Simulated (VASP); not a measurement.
## BeS: single point with PBE

BeS:

```
Be S
1.0
     3.79463    0.00000    0.00000
     0.00000    3.79463    0.00000
     0.00000    0.00000    8.14662
Be S
4 4
Cartesian
  0.6020 1.8973 2.0367
  1.8973 3.1927 4.0733
  1.8973 0.6020 0.0000
  3.1927 1.8973 6.1100
  0.0000 2.1471 4.0733
  1.6476 0.0000 2.0367
  2.1471 0.0000 6.1100
  0.0000 1.6476 0.0000
```

The cell was built from a structure type or drawn by symmetry, and may not be a known phase.

- Program: VASP 6.6.1
- Task: single point
- Functional: PBE
- Potentials or basis: VASP PAW PBE potentials, release 64 (Be, S)
- Cutoff: 520 eV
- k mesh: 8 × 8 × 4
- Occupations: gaussian, width 0.02 eV
- Spin: no spin polarisation

| Property | Result |
| --- | --- |
| Pressure | 0.0 GPa |
| Largest force | 0.007 eV/Å |
| Band gap on the k mesh | 1.97 eV |

Forces in eV/Å, atoms in the order of the input:
```
Be   0.003  0.000  0.000
Be   0.000 -0.003  0.000
Be   0.000  0.003  0.000
Be  -0.003  0.000  0.000
S    0.000 -0.007  0.000
S    0.007  0.000  0.000
S   -0.007  0.000  0.000
S    0.000  0.007  0.000
```

Levels at points of the mesh, in eV from the valence-band top:
| k point | band 12 | band 13 | band 14 | band 15 | band 16 | band 17 | band 18 | band 19 | band 20 | band 21 |
| --- | --- | --- | --- | --- | --- | --- | --- | --- | --- | --- |
| (0.00, 0.00, 0.00) | -1.63 | -1.24 | -1.16 | 0.00 | 0.00 | 1.97 | 1.99 | 4.13 | 4.13 | 4.58 |
| (0.50, 0.00, 0.00) | -2.47 | -1.22 | -1.14 | -0.99 | -0.07 | 2.76 | 2.84 | 4.43 | 4.65 | 5.15 |
| (0.50, 0.50, 0.00) | -3.70 | -2.22 | -2.22 | -1.24 | -0.30 | 2.79 | 2.79 | 3.17 | 5.78 | 7.48 |
| (0.00, 0.00, 0.50) | -2.21 | -0.93 | -0.93 | -0.44 | -0.44 | 2.60 | 2.60 | 3.30 | 3.30 | 5.84 |
| (0.50, 0.00, 0.50) | -2.04 | -1.31 | -1.31 | -0.73 | -0.73 | 3.32 | 3.32 | 4.62 | 4.62 | 5.06 |
| (0.50, 0.50, 0.50) | -3.41 | -2.79 | -2.79 | -1.40 | -1.40 | 4.35 | 4.35 | 4.58 | 4.58 | 5.86 |

Wall time 2.5 min on 1 thread of Intel Xeon 8259CL, with other jobs on the host, peak memory 0.27 GiB.

A k mesh can miss the band edges.
